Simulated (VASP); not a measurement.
Si, 2 atoms in the cell. The structure is cubic, space group Fd-3m (No. 227). Conventional cell: a = 5.444 Å, b = 5.444 Å, c = 5.444 Å, α = 90.00°, β = 90.00°, γ = 90.00°. Si (site symmetry -43m) has 4 Si at 2.36 Å within 3.1 Å. 

- Program: VASP 6.6.1
- Task: single point
- Functional: PBE
- Potentials or basis: VASP PAW PBE potentials, release 64 (Si)
- Cutoff: 520 eV
- k mesh: 8 × 8 × 8
- Occupations: gaussian, width 0.018 eV
- Spin: no spin polarisation
- Dipole correction: no
- Further INCAR settings: ALGO = Normal; EDIFF = 1e-06; NBANDS = 11

Potentials or basis: VASP PAW PBE potentials, release 64 (Si).

Launch:

```console
$ cat potpaw_PBE.64/Si/POTCAR > POTCAR
$ mpirun -np 1 vasp_std > vasp.out
```

Hardware: 1 thread of AMD EPYC 7R13 (shared host).

**Question.** How long does it take, and how much memory?

**Answer.** Run time: 23 s on 1 thread of AMD EPYC 7R13 (shared host), peak memory 0.13 GiB. Counts: scf iterations 11, k points 29.
